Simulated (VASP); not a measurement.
# Sb (Im-3m) in VASP: settings compared, part 2 of 2

VASP 6.6.1.

### Step 5. Single point, LDA

This run uses another cell than the first one, of 27.26 Å³/atom, 1.061 times its volume.

Contents of INCAR:

```
SYSTEM = Sb
PREC = Accurate
ENCUT = 520
EDIFF = 1E-7
ISMEAR = -1
SIGMA = 0.05
LREAL = .False.
LASPH = .True.
NELM = 80
ALGO = Normal
ISIF = 2
LWAVE = .False.
LCHARG = .True.
LELF = .True.
LVHAR = .True.
NBANDS = 8
```

Contents of KPOINTS:

```
regular mesh
0
Gamma
  10 10 10
  0 0 0
```

Contents of POSCAR:

```
Sb
1.0
   -1.8959666167      1.8959666167      1.8959666167
    1.8959666167     -1.8959666167      1.8959666167
    1.8959666167      1.8959666167     -1.8959666167
Sb
1
Direct
    0.0000000000      0.0000000000      0.0000000000
```

Potentials or basis: VASP PAW LDA potentials, release 64 (Sb).

Launch:

```
cat potpaw_LDA.64/Sb/POTCAR > POTCAR
mpirun -np 1 vasp_std > vasp.out
```

OUTCAR:

```text
SYSTEM = Sb
   PREC = Accurate
   ENCUT = 520
   EDIFF = 1E-7
   ISMEAR = -1
   LREAL = .False.
   LASPH = .True.
   NELM = 80
   ISIF = 2

 ion  position               nearest neighbor table
   1  0.000  0.000  0.000-

  LATTYP: Found a body centered cubic cell.
 ALAT       =     3.7919332334

  Lattice vectors:

 A1 = (  -1.8959666167,   1.8959666167,   1.8959666167)
 A2 = (   1.8959666167,  -1.8959666167,   1.8959666167)
 A3 = (   1.8959666167,   1.8959666167,  -1.8959666167)

Analysis of symmetry for initial positions (statically):
=====================================================================
 Subroutine PRICEL returns:
 Original cell was already a primitive cell.

 Routine SETGRP: Setting up the symmetry group for a
 body centered cubic supercell.

 Subroutine GETGRP returns: Found 48 space group operations
 (whereof 48 operations were pure point group operations)
 out of a pool of 48 trial point group operations.

The static configuration has the point symmetry O_h .

Analysis of symmetry for dynamics (positions and initial velocities):
=====================================================================
 Subroutine PRICEL returns:
 Original cell was already a primitive cell.

 Routine SETGRP: Setting up the symmetry group for a
 body centered cubic supercell.

 Subroutine GETGRP returns: Found 48 space group operations
 (whereof 48 operations were pure point group operations)
 out of a pool of 48 trial point group operations.

The dynamic configuration has the point symmetry O_h .

 Subroutine INISYM returns: Found 48 space group operations
 (whereof 48 operations are pure point group operations),
 and found     1 'primitive' translations

----------------------------------------------------------------------------------------

                                     Primitive cell

  volume of cell :      27.2616

  direct lattice vectors                    reciprocal lattice vectors
    -1.895966617  1.895966617  1.895966617     0.000000000  0.263717724  0.263717724
     1.895966617 -1.895966617  1.895966617     0.263717724  0.000000000  0.263717724
     1.895966617  1.895966617 -1.895966617     0.263717724  0.263717724  0.000000000

  length of vectors
     3.283910510  3.283910510  3.283910510     0.372953181  0.372953181  0.372953181

  position of ions in fractional coordinates (direct lattice)
     0.000000000  0.000000000  0.000000000

  ion indices of the primitive-cell ions
   primitive index   ion index
                 1           1

----------------------------------------------------------------------------------------

 KPOINTS: regular mesh

Automatic generation of k-mesh.
 Grid dimensions read from file:
 generate k-points for:   10   10   10

 Generating k-lattice:

  Cartesian coordinates                     Fractional coordinates (reciprocal lattice)
     0.000000000  0.026371772  0.026371772     0.100000000  0.000000000  0.000000000
     0.026371772  0.000000000  0.026371772     0.000000000  0.100000000  0.000000000
     0.026371772  0.026371772  0.000000000     0.000000000  0.000000000  0.100000000

  Length of vectors
     0.037295318  0.037295318  0.037295318

  Shift w.r.t. Gamma in fractional coordinates (k-lattice)
     0.000000000  0.000000000  0.000000000

 Subroutine IBZKPT returns following result:
 ===========================================

 Found     47 irreducible k-points:

 Following reciprocal coordinates:
            Coordinates               Weight
  0.000000  0.000000  0.000000      1.000000
  0.100000  0.000000  0.000000     12.000000
  0.200000  0.000000  0.000000     12.000000
  0.300000  0.000000  0.000000     12.000000
  0.400000  0.000000  0.000000     12.000000
  0.500000  0.000000  0.000000      6.000000
[... 16 lines left out ...]
  0.300000  0.300000  0.100000      8.000000
 -0.300000  0.300000  0.100000     24.000000
 [... further k-points ...]
   k-points           NKPTS =     47   k-points in BZ     NKDIM =     47   number of bands    NBANDS=      8
   number of dos      NEDOS =    301   number of ions     NIONS =      1
   total plane-waves  NPLWV =  13824
   dimension x,y,z NGX =    24 NGY =   24 NGZ =   24
   dimension x,y,z NGXF=    48 NGYF=   48 NGZF=   48
   ions per type =               1
   NGX,Y,Z   is equivalent  to a cutoff of  12.15, 12.15, 12.15 a.u.
   NGXF,Y,Z  is equivalent  to a cutoff of  24.30, 24.30, 24.30 a.u.
 SYSTEM =  Sb
   PREC   = accura    normal or accurate (medium, high low for compatibility)
   ISTART =      0    job   : 0-new  1-cont  2-samecut
   ICHARG =      2    charge: 1-file 2-atom 10-const
   ISPIN  =      1    spin polarized calculation?
   LNONCOLLINEAR =      F non collinear calculations
   LSORBIT =      F    spin-orbit coupling
   LASPH  =      T    aspherical Exc in radial PAW
   ENCUT  =  520.0 eV  38.22 Ry    6.18 a.u.   6.11  6.11  6.11*2*pi/ulx,y,z
   NELM   =     80;   NELMIN=  2; NELMDL= -5     # of ELM steps
   EDIFF  = 0.1E-06   stopping-criterion for ELM
   LREAL  =      F    real-space projection
   EDIFFG = 0.1E-05   stopping-criterion for IOM
   NSW    =      0    number of steps for IOM
   IBRION =     -1    ionic relax: 0-MD 1-quasi-New 2-CG
   NFREE  =      0    steps in history (QN), initial steepest desc. (CG)
   ISIF   =      2    stress and relaxation
   ISYM   =      2    0-nonsym 1-usesym 2-fastsym
   POTIM  = 0.5000    time-step for ionic-motion
   TEBEG  =    0.0;   TEEND  =   0.0 temperature during run
   PSTRESS=    0.0 pullay stress
   NELECT =       5.0000    total number of electrons
   NUPDOWN=      -1.0000    fix difference up-down
   EMIN   =  10.00;   EMAX   =-10.00  energy-range for DOS
   EFERMI =   0.00;   METHOD = LEGACY
   ISMEAR =    -1;   SIGMA  =   0.05  broadening in eV -4-tet -1-fermi 0-gaus
   EFERMI_NEDOS =   21; number of points for ismear=-14 and -15
   IALGO  =     38    algorithm
   IMIX   =      4    mixing-type and parameters
     AMIX     =   0.40;   BMIX     =  1.00
     AMIX_MAG =   1.60;   BMIX_MAG =  1.00
  volume/ion in A,a.u.               =      27.26       183.97
  Fermi-wavevector in a.u.,A,eV,Ry     =   0.930138  1.757706 11.771177  0.865157
  Thomas-Fermi vector in A             =   2.056495
   LORBIT       =      0    0 simple, 1 ext, 2 COOP (PROOUT), +10 PAW based schemes
   GGA     = CA    functional components
   LHFCALC =     F    Hartree Fock is set to
   AEXX    =    0.0000 exact exchange contribution
   IVDW    =     0    specifies the selected vdW correction
   LEPSILON=     F    determine dielectric tensor
   LRPA    =     F    only Hartree local field effects (RPA)
 non-spin polarized calculation
  energy-cutoff  :      520.00
  volume of cell :       27.26
 maximum number of plane-waves:       751
   NGX = 13   NGY = 13   NGZ = 13

 number of electron       5.0000000 magnetization

 Free energy of the ion-electron system (eV)
  ---------------------------------------------------
  ext. energy  EPLUGINS =         0.00000000
  ---------------------------------------------------
  free energy    TOTEN  =        -4.59718562 eV

  energy without entropy =       -4.58844213  energy(sigma->0) =       -4.59281388

 E-fermi :   8.1499     XC(G=0): -10.3162

 val. band max:        8.1226043757   @ k =   0.5000   0.5000   0.3000
 cond. band min:       8.1514748209   @ k =  -0.3000   0.4000   0.1000
 fundamental gap:      0.0288704452
 Fermi energy:         8.1499024966

 k-point     1 :       0.0000    0.0000    0.0000
  band No.  band energies     occupation
      1      -4.5907      2.00000
      2      13.4666      0.00000
      3      13.4666      0.00000
      4      13.4666      0.00000
      5      18.4359      0.00000
      6      18.4359      0.00000
      7      18.4359      0.00000
      8      20.0225      0.00000

 k-point     2 :       0.1000    0.0000    0.0000
  band No.  band energies     occupation
      1      -4.3847      2.00000
      2      12.0051      0.00000
      3      12.8569      0.00000
      4      13.3027      0.00000
      5      17.5231      0.00000
      6      17.5537      0.00000
      7      19.2448      0.00000
      8      19.2535      0.00000
[... 221 lines left out ...]
 k-point    23 :       0.3000    0.3000    0.1000
  band No.  band energies     occupation
      1       0.1256      2.00000
      2       4.6905      2.00000
      3       4.6905      2.00000
      4       8.3317      0.05139
      5      19.2113      0.00000
      6      21.1075      0.00000
      7      21.1075      0.00000
      8      23.2118      0.00000

 k-point    24 :      -0.3000    0.3000    0.1000
  band No.  band energies     occupation
      1      -2.5773      2.00000
      2       6.5282      2.00000
      3      10.0729      0.00000
      4      11.3898      0.00000
      5      15.7008      0.00000
      6      16.5940      0.00000
      7      17.7938      0.00000
      8      22.4458      0.00000

 [... further k-points ...]
[... 5 lines left out ...]
  --------------------------------------------------------------------------------------
  -------------------------------------------------------------------------------------
  Total       -0.5977914     -0.5977914     -0.5977914      0.0000000     -0.0000000      0.0000000
  in kB      -35.1324314    -35.1324314    -35.1324314      0.0000000     -0.0000000      0.0000000
  external PRESSURE =     -35.1324314 kB  Pullay stress =       0.0000000 kB

 VOLUME and BASIS-vectors are now :
 -----------------------------------------------------------------------------
  energy-cutoff  :      520.00
  volume of cell :       27.26
      direct lattice vectors                 reciprocal lattice vectors
    -1.895966617  1.895966617  1.895966617     0.000000000  0.263717724  0.263717724
     1.895966617 -1.895966617  1.895966617     0.263717724  0.000000000  0.263717724
     1.895966617  1.895966617 -1.895966617     0.263717724  0.263717724  0.000000000

 POSITION                                       TOTAL-FORCE (eV/Angst)
 -----------------------------------------------------------------------------------
      0.00000      0.00000      0.00000         0.000000      0.000000      0.000000
 -----------------------------------------------------------------------------------
    total drift:                                0.000000      0.000000      0.000000

  FREE ENERGIE OF THE ION-ELECTRON SYSTEM (eV)
  ---------------------------------------------------
  free  energy   TOTEN  =        -4.5971856248 eV

  energy  without entropy=       -4.5884421260  energy(sigma->0) =       -4.59281388
```

OSZICAR:

```text
N       E                     dE             d eps       ncg     rms          rms(c)
DAV:   1     0.465133361212E+01    0.46513E+01   -0.16330E+03   752   0.412E+02
DAV:   2    -0.449513693896E+01   -0.91465E+01   -0.89694E+01  1080   0.537E+01
DAV:   3    -0.460308169175E+01   -0.10794E+00   -0.10780E+00   896   0.647E+00
DAV:   4    -0.460341910799E+01   -0.33742E-03   -0.33741E-03  1088   0.452E-01
DAV:   5    -0.460342021768E+01   -0.11097E-05   -0.11108E-05  1000   0.169E-02    0.178E+00
DAV:   6    -0.459931888504E+01    0.41013E-02   -0.21117E-03   904   0.202E-01    0.102E+00
DAV:   7    -0.459719237311E+01    0.21265E-02   -0.39658E-03   944   0.277E-01    0.399E-02
DAV:   8    -0.459718554797E+01    0.68251E-05   -0.43948E-05   920   0.512E-02    0.520E-03
DAV:   9    -0.459718562477E+01   -0.76800E-07   -0.30689E-07  1192   0.472E-03
   1 F= -.45971856E+01 E0= -.45928139E+01  d E =-.874350E-02
```

stdout:

```text
POSCAR found type information on POSCAR Sb
 POSCAR found :  1 types and       1 ions
 scaLAPACK will be used
 LDA part: xc-table for (Slater(with rela. corr.)+CA(PZ))
 , standard interpolation
 POSCAR, INCAR and KPOINTS ok, starting setup
 FFT: planning ... GRIDC
 FFT: planning ... GRID_SOFT
 FFT: planning ... GRID
 WAVECAR not read
 entering main loop
```

Wall time 2.8 s (1 thread of Intel Xeon 6975P-C, shared host); peak memory 0.13 GiB.

What came out:

| Item | Value |
| --- | --- |
| Free energy | -4.5972 eV |
| Pressure | -3.5 GPa |

Caveat: spin-orbit coupling is left out, which moves the levels of the heavy elements.

### Step 6. Single point, LDA

This run uses another cell than the first one, of 27.79 Å³/atom, 1.082 times its volume.

Contents of INCAR:

```
  PREC = Accurate
  ENCUT = 520
  EDIFF = 1E-6
  ISMEAR = -1
  SIGMA = 0.05
  LREAL = F
  LASPH = T
  NELM = 60
  ALGO = Normal
  ISIF = 2
  LWAVE = F
  LCHARG = T
  LELF = T
  LVHAR = T
  NBANDS = 8
```

Contents of KPOINTS:

```
Automatic mesh
0
Gamma
  10 10 10
```

Contents of POSCAR:

```
Sb
1.0
   -1.9080431628      1.9080431628      1.9080431628
    1.9080431628     -1.9080431628      1.9080431628
    1.9080431628      1.9080431628     -1.9080431628
Sb
1
Direct
    0.0000000000      0.0000000000      0.0000000000
```

Potentials or basis: VASP PAW LDA potentials, release 64 (Sb).

Launch:

```
cat potpaw_LDA.64/Sb/POTCAR > POTCAR
mpirun -np 1 vasp_std > vasp.out
```

It took 6 s on 1 thread of Intel Xeon 6975P-C, shared host; peak memory 0.14 GiB.

It converged, with:

* Free energy: -4.5840 eV
* Pressure: -4.5 GPa

Levels at points of the mesh, in eV from the Fermi level:
| k point | band 1 | band 2 | band 3 | band 4 | band 5 | band 6 |
| --- | --- | --- | --- | --- | --- | --- |
| (0.00, 0.00, 0.00) | -12.60 | 5.17 | 5.17 | 5.17 | 10.22 | 10.22 |
| (0.50, 0.00, 0.00) | -8.79 | -5.35 | 1.60 | 3.60 | 6.32 | 6.88 |
| (0.50, 0.50, 0.50) | -5.82 | -1.91 | -1.91 | -1.91 | 3.12 | 3.12 |

Caveat: spin-orbit coupling is left out, which moves the levels of the heavy elements.

### Step 7. The runs side by side

| level | potentials or basis | cell | gap on the mesh (eV) | pressure (GPa) |
| --- | --- | --- | --- | --- |
| LDA | VASP PAW LDA potentials, release 64 (Sb) | a = 3.220 Å, angles 109.5°, 1 atom | none | 0.3 |
| LDA | VASP PAW LDA potentials, release 64 (Sb) | a = 3.263 Å, angles 109.5°, 1 atom | none | -2.4 |
| PBEsol | VASP PAW PBE potentials, release 64 (Sb) | a = 3.263 Å, angles 109.5°, 1 atom | none | -1.3 |
| LDA | VASP PAW LDA potentials, release 64 (Sb) | a = 3.284 Å, angles 109.5°, 1 atom | none | -3.5 |
| LDA | VASP PAW LDA potentials, release 64 (Sb) | a = 3.305 Å, angles 109.5°, 1 atom | none | -4.5 |

Alike in all rows: task single point; no spin polarisation; k mesh 10 × 10 × 10; cutoff (eV) 520; smearing fermi-dirac 0.05 eV.

Caveats: spin-orbit coupling is left out, which moves the levels of the heavy elements; the PAW data sets were made with another functional, which shifts forces and pressure a little (some runs).

Total energies depend on the potentials used, so only differences within one code and one set of settings carry meaning.
